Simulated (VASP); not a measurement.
AlN, 2 atoms in the cell. Symmetry: I-4m2, No. 119, tetragonal system. The conventional cell has a = 3.187 Å, b = 3.187 Å, c = 4.214 Å, α = 90.00°, β = 90.00°, γ = 90.00°. Al (site symmetry -4m2) has 4 N at 1.91 Å within 2.5 Å. Within 2.5 Å of N (site symmetry -4m2) lie 4 Al at 1.91 Å.  This cell differs from its parent crystal: epitaxial xy strain +3.1%.

| Property | Result |
| --- | --- |
| Program | VASP 6.6.1 |
| Task | single point |
| Functional | r2SCAN |
| Potentials or basis | VASP PAW PBE potentials, release 64 (Al, N) |
| Cutoff | 520 eV |
| k mesh | 10 × 10 × 10 |
| Occupations | gaussian, width 0.01 eV |
| Spin | no spin polarisation |
| Dipole correction | no |
| Further INCAR settings | ALGO = Normal; EDIFF = 1e-06; NBANDS = 11 |

Potentials or basis: VASP PAW PBE potentials, release 64 (Al, N).

Command:

```bash
$ cat potpaw_PBE.64/Al/POTCAR potpaw_PBE.64/N/POTCAR > POTCAR
$ cp INCAR.step1 INCAR
$ mpirun -np 1 vasp_std > vasp.out
$ cp INCAR.step2 INCAR
$ mpirun -np 1 vasp_std > vasp.out
```

Hardware: 1 thread of Intel(R) Xeon(R) Platinum 8559C (Emerald Rapids), with other jobs on the host.

Question: How long does it take, and how much memory?

Answer: Run time: 40 s on 1 thread of Intel(R) Xeon(R) Platinum 8559C (Emerald Rapids) (shared host), peak memory 0.15 GiB. Counts: k points 102.
